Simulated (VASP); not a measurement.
# TiAl3 (dscan) (I4/mmm) in VASP: single point with r2SCAN

Aim: the single point of TiAl3 (dscan) with r2SCAN.

All numbers are computed with VASP 6.6.1; they aren't measurements. Logs are shortened: lines on timing, memory, paths and dates and some standing lists are left out, and cuts for length are marked.

**1. The cell of the first run**

The structure is tetragonal, space group I4/mmm (No. 139). The conventional cell has a = 3.824 Å, b = 3.824 Å, c = 8.561 Å, α = 90.00°, β = 90.00°, γ = 90.00°. Within 3.6 Å of Ti (site symmetry 4/mmm) lie 12 Al at 2.70 to 2.87 Å. Al (site symmetry 4/mmm) has 4 Ti at 2.70 Å and 8 Al at 2.87 Å within 3.6 Å. Within 3.6 Å of Al (site symmetry -4m2) lie 8 Al at 2.70 to 2.87 Å and 4 Ti at 2.87 Å.

**2. Single point, r2SCAN**

Input file POSCAR:

```
TiAl3
1.0
   -1.9117700642      1.9117700642      4.2803577082
    1.9117700642     -1.9117700642      4.2803577082
    1.9117700642      1.9117700642     -4.2803577082
Ti Al
1 3
Direct
    0.0000000000      0.0000000000      0.0000000000
    0.5000000000      0.5000000000      0.0000000000
    0.7500000000      0.2500000000      0.5000000000
    0.2500000000      0.7500000000      0.5000000000
```

Input file INCAR.step1:

```
PREC = Accurate
ENCUT = 520
ISMEAR = 0
SIGMA = 0.1
LREAL = F
LASPH = T
NELM = 100
NBANDS = 18
GGA = PE
ALGO = Normal
EDIFF = 1E-4
LWAVE = T
LCHARG = F
```

Input file INCAR.step2:

```
PREC = Accurate
ENCUT = 520
EDIFF = 1E-7
ISMEAR = 0
SIGMA = 0.1
LREAL = F
LASPH = T
NELM = 100
ALGO = Normal
ISIF = 2
LWAVE = F
LCHARG = F
METAGGA = R2SCAN
LMIXTAU = T
NBANDS = 18
ISTART = 1
```

Input file KPOINTS:

```
regular mesh
0
Gamma
  14 14 14
```

Potentials or basis: VASP PAW PBE potentials, release 64 (Ti_sv, Al).

Run with:

```sh
$ cat potpaw_PBE.64/Ti_sv/POTCAR potpaw_PBE.64/Al/POTCAR > POTCAR
$ cp INCAR.step1 INCAR
$ mpirun -np 1 vasp_std > vasp.out
$ cp INCAR.step2 INCAR
$ mpirun -np 1 vasp_std > vasp.out
```

OUTCAR:

```text
PREC = Accurate
   ENCUT = 520
   EDIFF = 1E-7
   ISMEAR = 0
   LREAL = F
   LASPH = T
   NELM = 100
   ISIF = 2
   METAGGA = R2SCAN
   ISTART = 1

 ion  position               nearest neighbor table
   1  0.000  0.000  0.000-   2 2.70   2 2.70   2 2.70   2 2.70   4 2.87   3 2.87   4 2.87   3 2.87
                             3 2.87   3 2.87   4 2.87   4 2.87
   2  0.500  0.500  0.000-   1 2.70   1 2.70   1 2.70   1 2.70   4 2.87   3 2.87   4 2.87   3 2.87
                             4 2.87   4 2.87   3 2.87   3 2.87
   3  0.750  0.250  0.500-   4 2.70   4 2.70   4 2.70   4 2.70   2 2.87   1 2.87   2 2.87   1 2.87
                             2 2.87   2 2.87   1 2.87   1 2.87
   4  0.250  0.750  0.500-   3 2.70   3 2.70   3 2.70   3 2.70   2 2.87   1 2.87   2 2.87   1 2.87
                             1 2.87   1 2.87   2 2.87   2 2.87

  LATTYP: Found a body centered tetragonal cell.
 ALAT       =     3.8235401284
 C/A-ratio  =     2.2389500643

  Lattice vectors:

 A1 = (  -1.9117700642,   1.9117700642,   4.2803577082)
 A2 = (   1.9117700642,  -1.9117700642,   4.2803577082)
 A3 = (   1.9117700642,   1.9117700642,  -4.2803577082)

Analysis of symmetry for initial positions (statically):
=====================================================================
 Subroutine PRICEL returns:
 Original cell was already a primitive cell.

 Routine SETGRP: Setting up the symmetry group for a
 body centered tetragonal supercell.

 Subroutine GETGRP returns: Found 16 space group operations
 (whereof 16 operations were pure point group operations)
 out of a pool of 16 trial point group operations.

The static configuration has the point symmetry D_4h.

Analysis of symmetry for dynamics (positions and initial velocities):
=====================================================================
 Subroutine PRICEL returns:
 Original cell was already a primitive cell.

 Routine SETGRP: Setting up the symmetry group for a
 body centered tetragonal supercell.

 Subroutine GETGRP returns: Found 16 space group operations
 (whereof 16 operations were pure point group operations)
 out of a pool of 16 trial point group operations.

The dynamic configuration has the point symmetry D_4h.

 Subroutine INISYM returns: Found 16 space group operations
 (whereof 16 operations are pure point group operations),
 and found     1 'primitive' translations

----------------------------------------------------------------------------------------

[... 92 lines left out ...]
   LSORBIT =      F    spin-orbit coupling
   LASPH  =      T    aspherical Exc in radial PAW
   ENCUT  =  520.0 eV  38.22 Ry    6.18 a.u.   9.41  9.41  9.41*2*pi/ulx,y,z
   NELM   =    100;   NELMIN=  2; NELMDL=  0     # of ELM steps
   EDIFF  = 0.1E-06   stopping-criterion for ELM
   LREAL  =      F    real-space projection
   EDIFFG = 0.1E-05   stopping-criterion for IOM
   NSW    =      0    number of steps for IOM
   IBRION =     -1    ionic relax: 0-MD 1-quasi-New 2-CG
   NFREE  =      0    steps in history (QN), initial steepest desc. (CG)
   ISIF   =      2    stress and relaxation
   ISYM   =      2    0-nonsym 1-usesym 2-fastsym
   POTIM  = 0.5000    time-step for ionic-motion
   TEBEG  =    0.0;   TEEND  =   0.0 temperature during run
   PSTRESS=    0.0 pullay stress
   NELECT =      21.0000    total number of electrons
   NUPDOWN=      -1.0000    fix difference up-down
   EMIN   =  10.00;   EMAX   =-10.00  energy-range for DOS
   EFERMI =   0.00;   METHOD = LEGACY
   ISMEAR =     0;   SIGMA  =   0.10  broadening in eV -4-tet -1-fermi 0-gaus
   EFERMI_NEDOS =   21; number of points for ismear=-14 and -15
   IALGO  =     38    algorithm
   IMIX   =      4    mixing-type and parameters
     AMIX     =   0.40;   BMIX     =  1.00
     AMIX_MAG =   1.60;   BMIX_MAG =  1.00
  volume/ion in A,a.u.               =      15.64       105.57
  Fermi-wavevector in a.u.,A,eV,Ry     =   1.137656  2.149857 17.609480  1.294260
  Thomas-Fermi vector in A             =   2.274360
   LORBIT       =      0    0 simple, 1 ext, 2 COOP (PROOUT), +10 PAW based schemes
   METAGGA = R2SCAN    functional components
   LHFCALC =     F    Hartree Fock is set to
   AEXX    =    0.0000 exact exchange contribution
   IVDW    =     0    specifies the selected vdW correction
   LEPSILON=     F    determine dielectric tensor
   LRPA    =     F    only Hartree local field effects (RPA)
 non-spin polarized calculation
 Gauss-broadening in eV      SIGMA  =   0.10
  energy-cutoff  :      520.00
  volume of cell :       62.58
 maximum number of plane-waves:      1703
 NGX is ok and might be reduce to    40
   NGX = 19   NGY = 19   NGZ = 19

 number of electron      20.9999999 magnetization

 Free energy of the ion-electron system (eV)
  ---------------------------------------------------
  ext. energy  EPLUGINS =         0.00000000
  ---------------------------------------------------
  free energy    TOTEN  =       -34.91054013 eV

  energy without entropy =      -34.90234060  energy(sigma->0) =      -34.90644037

 E-fermi :   8.3664     XC(G=0): -11.5549

 val. band max:        8.3635741930   @ k =   0.3571   0.1429   0.0000
 cond. band min:       8.3680144320   @ k =  -0.3571   0.3571   0.2143
 fundamental gap:      0.0044402390
 Fermi energy:         8.3664171669

 k-point     1 :       0.0000    0.0000    0.0000
  band No.  band energies     occupation
      1     -50.4497      2.00000
      2     -25.7212      2.00000
      3     -25.7212      2.00000
      4     -25.6513      2.00000
      5      -2.3865      2.00000
      6       5.3909      2.00000
[... 481 lines left out ...]
      5      -0.9057      2.00000
      6       3.1425      2.00000
[... 10 lines left out ...]
     17      13.4797      0.00000
     18      14.5868      0.00000

 [... further k-points ...]
[... 5 lines left out ...]
  --------------------------------------------------------------------------------------
  -------------------------------------------------------------------------------------
  Total       -0.0281579     -0.0281579     -0.0159572      0.0000000     -0.0000000      0.0000000
  in kB       -0.7209405     -0.7209405     -0.4085602      0.0000000     -0.0000000      0.0000000
  external PRESSURE =      -0.6168137 kB  Pullay stress =       0.0000000 kB

 VOLUME and BASIS-vectors are now :
 -----------------------------------------------------------------------------
  energy-cutoff  :      520.00
  volume of cell :       62.58
      direct lattice vectors                 reciprocal lattice vectors
    -1.911770064  1.911770064  4.280357708     0.000000000  0.261537728  0.116812667
     1.911770064 -1.911770064  4.280357708     0.261537728  0.000000000  0.116812667
     1.911770064  1.911770064 -4.280357708     0.261537728  0.261537728  0.000000000

 POSITION                                       TOTAL-FORCE (eV/Angst)
 -----------------------------------------------------------------------------------
      0.00000      0.00000      0.00000         0.000000      0.000000     -0.000000
      0.00000      0.00000      4.28036         0.000000      0.000000     -0.000000
     -0.00000      1.91177      2.14018        -0.000000     -0.000000     -0.000000
      1.91177     -0.00000      2.14018        -0.000000      0.000000      0.000000
 -----------------------------------------------------------------------------------
    total drift:                               -0.000000     -0.000000      0.000000

  FREE ENERGIE OF THE ION-ELECTRON SYSTEM (eV)
  ---------------------------------------------------
  free  energy   TOTEN  =       -34.9105401278 eV

  energy  without entropy=      -34.9023406036  energy(sigma->0) =      -34.90644037
```

OUTCAR.step1:

```text
PREC = Accurate
   ENCUT = 520
   ISMEAR = 0
   LREAL = F
[... 738 lines left out ...]
      0.00000      0.00000      0.00000         0.000000      0.000000     -0.000000
      0.00000      0.00000      4.28036         0.000000      0.000000     -0.000000
     -0.00000      1.91177      2.14018        -0.000000      0.000000      0.000000
      1.91177     -0.00000      2.14018         0.000000     -0.000000      0.000000
 -----------------------------------------------------------------------------------
    total drift:                               -0.000000     -0.000000      0.000000

  FREE ENERGIE OF THE ION-ELECTRON SYSTEM (eV)
  ---------------------------------------------------
  free  energy   TOTEN  =       -20.6579329578 eV

  energy  without entropy=      -20.6490010542  energy(sigma->0) =      -20.65346701
```

OSZICAR.step1:

```text
N       E                     dE             d eps       ncg     rms          rms(c)
DAV:   1     0.121198266822E+03    0.12120E+03   -0.92327E+03  8784   0.108E+03
DAV:   2    -0.137908709108E+02   -0.13499E+03   -0.13119E+03  8904   0.283E+02
DAV:   3    -0.224301806752E+02   -0.86393E+01   -0.84625E+01 13800   0.663E+01
DAV:   4    -0.226663458960E+02   -0.23617E+00   -0.23567E+00 11118   0.101E+01
DAV:   5    -0.226739576666E+02   -0.76118E-02   -0.76099E-02 13410   0.180E+00    0.110E+01
DAV:   6    -0.214344948939E+02    0.12395E+01   -0.20476E+01 12020   0.346E+01    0.687E+00
DAV:   7    -0.207393024966E+02    0.69519E+00   -0.80496E+00 11252   0.202E+01    0.306E+00
DAV:   8    -0.207206548470E+02    0.18648E-01   -0.12039E+00 11210   0.864E+00    0.196E+00
DAV:   9    -0.206579581759E+02    0.62697E-01   -0.43802E-01 11356   0.502E+00    0.246E-01
DAV:  10    -0.206598498480E+02   -0.18917E-02   -0.10223E-02 10466   0.665E-01    0.315E-01
DAV:  11    -0.206579849984E+02    0.18648E-02   -0.63853E-03 12180   0.549E-01    0.739E-02
DAV:  12    -0.206579329578E+02    0.52041E-04   -0.55766E-04 11584   0.161E-01
   1 F= -.20657933E+02 E0= -.20653467E+02  d E =-.893190E-02
```

It took 17 min on 1 thread of AMD EPYC 9R45 (Zen 5), shared host; peak memory 0.41 GiB.

Results:

```yaml
Free_energy: -34.9105 eV
Pressure: -0.1 GPa
```

Levels at points of the mesh, in eV from the Fermi level:
| k point | band 9 | band 10 | band 11 | band 12 | band 13 | band 14 |
| --- | --- | --- | --- | --- | --- | --- |
| (0.00, 0.00, 0.00) | -1.33 | -1.33 | 0.86 | 1.75 | 1.75 | 2.18 |
| (0.50, 0.00, 0.00) | -1.16 | -0.27 | 0.56 | 2.06 | 2.15 | 2.91 |
| (0.50, 0.50, 0.00) | -3.03 | -2.35 | -1.06 | 1.94 | 2.23 | 2.76 |
| (0.50, 0.50, 0.50) | -1.06 | -0.29 | 0.78 | 0.78 | 0.98 | 3.21 |

Caveat: the PAW data sets were made with another functional, which shifts forces and pressure a little.
